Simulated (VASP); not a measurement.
A run of VASP 6.6.1:

Contents of INCAR:

```
SYSTEM = HfRu
PREC = Accurate ; ENCUT = 600
EDIFF = 1E-6 ; ISMEAR = -1
SIGMA = 0.1 ; LREAL = .False.
LASPH = .True. ; NELM = 80
ALGO = Normal ; ISIF = 3
LWAVE = .False. ; LCHARG = .False.
GGA = PS ; IBRION = 2
NSW = 100 ; EDIFFG = -0.002
PSTRESS = 70.0
```

File KPOINTS:

```
Automatic mesh
0
Gamma
  14 14 14
  0 0 0
```

File POSCAR:

```
HfRu
1.0
    3.2086768836      0.0000000000      0.0000000000
    0.0000000000      3.2086768836      0.0000000000
    0.0000000000      0.0000000000      3.2086768836
Hf Ru
1 1
Direct
    0.0000000000      0.0000000000      0.0000000000
    0.5000000000      0.5000000000      0.5000000000
```

Potentials or basis: VASP PAW PBE potentials, release 64 (Hf_pv, Ru_pv).

The run is started by

```sh
$ cat potpaw_PBE.64/Hf_pv/POTCAR potpaw_PBE.64/Ru_pv/POTCAR > POTCAR
$ mpirun -np 1 vasp_std > vasp.out
```

Hardware: 1 thread of Intel(R) Xeon(R) 6975P-C (Granite Rapids) (shared host).

Question: How long does it take, and how much memory?

Answer: Wall time 110 s on 1 thread of Intel(R) Xeon(R) 6975P-C (Granite Rapids), with other jobs on the host, peak memory 0.24 GiB. Counts: scf iterations 53, k points 120, ion steps 7.
